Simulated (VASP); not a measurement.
Set up this calculation in VASP 6.6.1, as the native input.

```
Task                   : single point
Functional             : r2SCAN
Potentials or basis    : VASP PAW PBE potentials, release 64 (Cl, Na_pv)
Cutoff                 : 520 eV
k mesh                 : 8 × 8 × 8
Occupations            : fermi-dirac, width 0.05 eV
Spin                   : no spin polarisation
Dipole correction      : no
Further INCAR settings : ALGO = Normal; EDIFF = 1e-07; NBANDS = 26
```

Na3Cl2:

```xyz
5
Lattice="1.6528 -9.5010 0.0000 1.6528 9.5010 0.0000 0.0000 0.0000 3.2832" Properties=species:S:1:pos:R:3 pbc="T T T"
Cl    1.6528    7.8352    1.6416
Cl    1.6528   -7.8352    1.6416
Na    1.6528   -3.2565    0.0000
Na    1.6528    3.2565    0.0000
Na    1.6528    0.0000    0.0000
```

These files were run (other wordings do the same):

POSCAR

```
Na3Cl2
1.0
    1.6528417654     -9.5009641040      0.0000000000
    1.6528417654      9.5009641040      0.0000000000
    0.0000000000      0.0000000000      3.2831563291
Cl Na
2 3
Direct
    0.0876627723      0.9123372277      0.5000000000
    0.9123372277      0.0876627723      0.5000000000
    0.6713787081      0.3286212919      0.0000000000
    0.3286212919      0.6713787081      0.0000000000
    0.5000000000      0.5000000000      0.0000000000
```

INCAR.step1

```
PREC = Accurate
ENCUT = 520
ISMEAR = -1
SIGMA = 0.05
LREAL = False
LASPH = True
NELM = 100
NBANDS = 26
GGA = PE
ALGO = Normal
EDIFF = 1E-4
LWAVE = True
LCHARG = False
```

INCAR.step2

```
PREC = Accurate
ENCUT = 520
EDIFF = 1E-7
ISMEAR = -1
SIGMA = 0.05
LREAL = False
LASPH = True
NELM = 100
ALGO = Normal
ISIF = 2
LWAVE = False
LCHARG = True
METAGGA = R2SCAN
LMIXTAU = True
LELF = True
LVHAR = True
NBANDS = 26
ISTART = 1
```

KPOINTS

```
regular mesh
0
Gamma
  8 8 8
```

Potentials or basis: VASP PAW PBE potentials, release 64 (Cl, Na_pv).

The run is started by

```console
$ cat potpaw_PBE.64/Cl/POTCAR potpaw_PBE.64/Na_pv/POTCAR > POTCAR
$ cp INCAR.step1 INCAR
$ mpirun -np 1 vasp_std > vasp.out
$ cp INCAR.step2 INCAR
$ mpirun -np 1 vasp_std > vasp.out
```

Results of the run:

The pressure is 4.7 GPa, the largest force is 0.052 eV/Å and the band gap on the k mesh is zero (an odd number of electrons rules out a gap without spin polarisation).

Caveat: the cell stands under pressure; the PAW data sets were made with another functional, which shifts forces and pressure a little; an odd number of electrons without spin polarisation forces a metal; a magnetic or distorted state may lie lower.

It took 30 min on 1 thread of Intel(R) Xeon(R) Platinum 8488C (Sapphire Rapids), with other jobs on the host, peak memory 0.49 GiB.
